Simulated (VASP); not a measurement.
# Co (P6_3/mmc) in VASP: further runs, part 2 of 2

VASP 6.6.1. Earlier steps stand in the parts before.

### 4 Single point, revPBE, collinear spin, ferromagnetic start (9.75 Å³/atom)

This run uses another cell than the first one, of 9.75 Å³/atom.

INCAR

```
  ALGO = Normal
  EDIFF = 1E-6
  ENCUT = 520
  GGA = RE
  ISIF = 2
  ISMEAR = -1
  ISPIN = 2
  LASPH = T
  LCHARG = T
  LELF = T
  LMAXMIX = 4
  LORBIT = 11
  LREAL = F
  LVHAR = T
  LWAVE = F
  MAGMOM = 1.714 1.714
  NBANDS = 20
  NELM = 150
  PREC = Accurate
  SIGMA = 0.05
```

KPOINTS

```
k-points
0
Gamma
  23 23 13
```

POSCAR

```
Co
1.0
    2.4074487625      0.0000000000      0.0000000000
   -1.2037243812      2.0849117867      0.0000000000
    0.0000000000      0.0000000000      3.8869472725
Co
2
Direct
    0.3333333333      0.6666666667      0.2500000000
    0.6666666667      0.3333333333      0.7500000000
```

Potentials or basis: VASP PAW PBE potentials, release 64 (Co).

The run is started by

```bash
> cat potpaw_PBE.64/Co/POTCAR > POTCAR
> mpirun -np 1 vasp_std > vasp.out
```

OUTCAR:

```text
EDIFF = 1E-6
   ENCUT = 520
   GGA = RE
   ISIF = 2
   ISMEAR = -1
   ISPIN = 2
   LASPH = T
   LORBIT = 11
   LREAL = F
   NELM = 150
   PREC = Accurate

 ion  position               nearest neighbor table
   1  0.333  0.667  0.250-   2 2.39   2 2.39   2 2.39   2 2.39   2 2.39   2 2.39
   2  0.667  0.333  0.750-   1 2.39   1 2.39   1 2.39   1 2.39   1 2.39   1 2.39

  LATTYP: Found a hexagonal cell.
 ALAT       =     2.4074487625
 C/A-ratio  =     1.6145503626

  Lattice vectors:

 A1 = (   2.4074487625,   0.0000000000,   0.0000000000)
 A2 = (  -1.2037243812,   2.0849117867,   0.0000000000)
 A3 = (   0.0000000000,   0.0000000000,   3.8869472725)

Analysis of symmetry for initial positions (statically):
=====================================================================
 Subroutine PRICEL returns:
 Original cell was already a primitive cell.

 Routine SETGRP: Setting up the symmetry group for a
 hexagonal supercell.

 Subroutine GETGRP returns: Found 24 space group operations
 (whereof 12 operations were pure point group operations)
 out of a pool of 24 trial point group operations.

The static configuration has the point symmetry D_3d.
 The point group associated with its full space group is D_6h.

Analysis of symmetry for dynamics (positions and initial velocities):
=====================================================================
 Subroutine PRICEL returns:
 Original cell was already a primitive cell.

 Routine SETGRP: Setting up the symmetry group for a
 hexagonal supercell.

 Subroutine GETGRP returns: Found 24 space group operations
 (whereof 12 operations were pure point group operations)
 out of a pool of 24 trial point group operations.

The dynamic configuration has the point symmetry D_3d.
 The point group associated with its full space group is D_6h.

Analysis of structural, dynamic, and magnetic symmetry:
=====================================================================
 Subroutine PRICEL returns:
 Original cell was already a primitive cell.

[... 143 lines left out ...]
 NGX is ok and might be reduce to    18
   NGX =  9   NGY =  9   NGZ = 15

 number of electron      18.0000017 magnetization       3.0719265

 Free energy of the ion-electron system (eV)
  ---------------------------------------------------
  ext. energy  EPLUGINS =         0.00000000
  ---------------------------------------------------
  free energy    TOTEN  =       -13.01962315 eV

  energy without entropy =      -13.00671861  energy(sigma->0) =      -13.01317088

 E-fermi :  11.9305     XC(G=0): -13.9668

 val. band max:       11.9287617618   @ k =   0.2174   0.1304   0.4615
 cond. band min:      11.9316549006   @ k =   0.3043   0.0870   0.3846
 fundamental gap:      0.0028931389
 Fermi energy:        11.9305108416

 spin component 1

 k-point     1 :       0.0000    0.0000    0.0000
  band No.  band energies     occupation
      1       2.4172      1.00000
      2       6.2887      1.00000
      3       9.1714      1.00000
      4       9.1847      1.00000
      5       9.1847      1.00000
      6       9.5590      1.00000
[... 541 lines left out ...]
     19      38.6252      0.00000
     20      42.1263      0.00000

 [... further k-points ...]

 spin component 2

 k-point     1 :       0.0000    0.0000    0.0000
  band No.  band energies     occupation
      1       2.3964      1.00000
      2       7.1953      1.00000
      3      10.7601      1.00000
      4      10.7701      1.00000
      5      10.7701      1.00000
      6      11.2021      1.00000
[... 541 lines left out ...]
     19      38.6546      0.00000
     20      42.2446      0.00000

 [... further k-points ...]
[... 5 lines left out ...]
  --------------------------------------------------------------------------------------
  -------------------------------------------------------------------------------------
  Total        4.0276013      4.0276013      4.0629865      0.0000000     -0.0000000      0.0000000
  in kB      330.7529015    330.7529015    333.6587928      0.0000000     -0.0000000      0.0000000
  external PRESSURE =     331.7215319 kB  Pullay stress =       0.0000000 kB

 VOLUME and BASIS-vectors are now :
 -----------------------------------------------------------------------------
  energy-cutoff  :      520.00
  volume of cell :       19.51
      direct lattice vectors                 reciprocal lattice vectors
     2.407448763  0.000000000  0.000000000     0.415377480  0.239818300  0.000000000
    -1.203724381  2.084911787  0.000000000     0.000000000  0.479636600  0.000000000
     0.000000000  0.000000000  3.886947273     0.000000000  0.000000000  0.257271306

 POSITION                                       TOTAL-FORCE (eV/Angst)
 -----------------------------------------------------------------------------------
     -0.00000      1.38994      0.97174        -0.000000      0.000000      0.000000
      1.20372      0.69497      2.91521         0.000000     -0.000000      0.000000
 -----------------------------------------------------------------------------------
    total drift:                                0.000000     -0.000000     -0.000000

  FREE ENERGIE OF THE ION-ELECTRON SYSTEM (eV)
  ---------------------------------------------------
  free  energy   TOTEN  =       -13.0196231504 eV

  energy  without entropy=      -13.0067186120  energy(sigma->0) =      -13.01317088

 total charge

# of ion       s       p       d       tot
------------------------------------------
    1        0.539   0.623   7.344   8.505
    2        0.539   0.623   7.344   8.505
--------------------------------------------------
tot          1.077   1.246  14.688  17.011

 magnetization (x)

# of ion       s       p       d       tot
------------------------------------------
    1       -0.017  -0.060   1.613   1.536
    2       -0.017  -0.060   1.613   1.536
--------------------------------------------------
tot         -0.034  -0.120   3.226   3.073
```

stdout:

```text
POSCAR found type information on POSCAR Co
 POSCAR found :  1 types and       2 ions
 scaLAPACK will be used
 -----------------------------------------------------------------------------
|                                                                             |
|                                                                             |
|     You enforced a specific xc type in the INCAR file but a different       |
|     I HOPE YOU KNOW WHAT YOU ARE DOING!                                     |
|                                                                             |
 -----------------------------------------------------------------------------

 LDA part: xc-table for (Slater+PW92), standard interpolation
 POSCAR, INCAR and KPOINTS ok, starting setup
 FFT: planning ... GRIDC
 FFT: planning ... GRID_SOFT
 FFT: planning ... GRID
 WAVECAR not read
 entering main loop
```

Run time: 2.3 min. Hardware: 1 thread of AMD EPYC 9R45 (Zen 5), shared host; peak memory 0.28 GiB.

What came out:

| Property | Result |
| --- | --- |
| Free energy | -13.0196 eV |
| Pressure | 33.2 GPa |
| Net moment | 3.07 μB per cell |
| Site moments | Co +1.54 μB |
| Valence electrons inside the program's atomic spheres | Co 8.51 |

Caveat: the cell stands under pressure; the PAW data sets were made with another functional, which shifts forces and pressure a little.

### 5 The runs side by side

```csv
task,cell,k mesh,cutoff (eV),gap on the mesh (eV),pressure (GPa),moment (μB)
single point,"a = 2.512, b = 2.512, c = 4.056 Å, angles 90.0, 90.0, 120.0°, 2 atoms",14 × 14 × 8,520,none,-0.6,3.24
relaxation of cell and atoms,"relaxed from a = 2.507, b = 2.507, c = 4.069 Å, angles 90.0, 90.0, 120.0°, 2 atoms",14 × 14 × 8,600,none,0.0,3.23
single point,"a = 2.407, b = 2.407, c = 3.887 Å, angles 90.0, 90.0, 120.0°, 2 atoms",23 × 23 × 13,520,none,33.2,3.07
```

Alike in all rows: level revPBE; potentials or basis VASP PAW PBE potentials, release 64 (Co); spin collinear, ferromagnetic start; smearing fermi-dirac 0.05 eV.

Caveats: the PAW data sets were made with another functional, which shifts forces and pressure a little; the cell stands under pressure (at least some runs).

Total energies depend on the potentials used, so only differences within one code and one set of settings carry meaning.
